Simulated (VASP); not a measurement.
A run of VASP 6.6.1 is set up as follows.

File INCAR:

```
PREC = Accurate
ENCUT = 500
EDIFF = 1E-6
ISMEAR = 0
SIGMA = 0.15
LREAL = F
LASPH = T
NELM = 120
ALGO = Normal
ISIF = 2
LWAVE = F
LCHARG = F
GGA = PS
NBANDS = 13
GGA_COMPAT = F
```

Contents of KPOINTS:

```
Automatic mesh
0
Gamma
  22 22 22
```

POSCAR

```
W
1.0
    0.0000000000      2.2354119605      1.6414630026
    2.2354119605      0.0000000000      1.6414630026
    2.2354119605      2.2354119605      0.0000000000
W
1
Direct
    0.0000000000      0.0000000000      0.0000000000
```

Potentials or basis: VASP PAW PBE potentials, release 64 (W_sv).

Launch:

```sh
$ cat potpaw_PBE.64/W_sv/POTCAR > POTCAR
$ mpirun -np 1 vasp_std > vasp.out
```

(1) Predict the pressure.

(2) What does it give for the band gap on the k mesh?

Results:

(1) -12.4 GPa.

(2) zero (bands 7 and 8 overlap by 5.81 eV).

Caveat: the cell stands under tension; the PAW data sets were made with another functional, which shifts forces and pressure a little; spin-orbit coupling is left out, which moves the levels of the heavy elements.
